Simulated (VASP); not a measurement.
## Zr: single point with PBEsol

Zr:

```xyz
1
Lattice="-1.7919 1.7919 1.8100 1.7919 -1.7919 1.8100 1.7919 1.7919 -1.8100" Properties=species:S:1:pos:R:3 pbc="T T T"
Zr    0.0000    0.0000    0.0000
```

This cell differs from its parent crystal: equal xx and yy strain of -1 %.

| Property | Result |
| --- | --- |
| Program | VASP 6.6.1 |
| Task | single point |
| Functional | PBEsol |
| Potentials or basis | VASP PAW PBE potentials, release 64 (Zr_sv) |
| Cutoff | 520 eV |
| k mesh | 14 × 14 × 14 |
| Occupations | fermi-dirac, width 0.08 eV |
| Spin | no spin polarisation |

| Item | Value |
| --- | --- |
| Pressure | -5.2 GPa |
| Band gap on the k mesh | zero (bands 6 and 7 overlap by 1.70 eV) |

Stress tensor (GPa, compression positive):
```
-5.20  0.00  0.00
 0.00 -5.20  0.00
 0.00  0.00 -5.09
```

Levels at points of the mesh, in eV from the Fermi level:
| k point | band 4 | band 5 | band 6 | band 7 | band 8 | band 9 |
| --- | --- | --- | --- | --- | --- | --- |
| (0.00, 0.00, 0.00) | -25.92 | -5.39 | 1.09 | 1.09 | 1.18 | 3.54 |
| (0.50, 0.00, 0.00) | -25.92 | -2.79 | -0.64 | 1.59 | 3.54 | 4.26 |
| (0.50, 0.50, 0.00) | -25.93 | -2.79 | -0.74 | 1.65 | 3.68 | 4.31 |
| (0.50, 0.50, 0.50) | -26.58 | -2.55 | -2.52 | 5.65 | 5.68 | 5.68 |

It took 32 s on 1 thread of Intel(R) Xeon(R) Platinum 8488C (Sapphire Rapids) (shared host), peak memory 0.19 GiB.

Caveat: the cell differs from its parent crystal (equal xx and yy strain of -1 %); the cell stands under tension; the PAW data sets were made with another functional, which shifts forces and pressure a little.
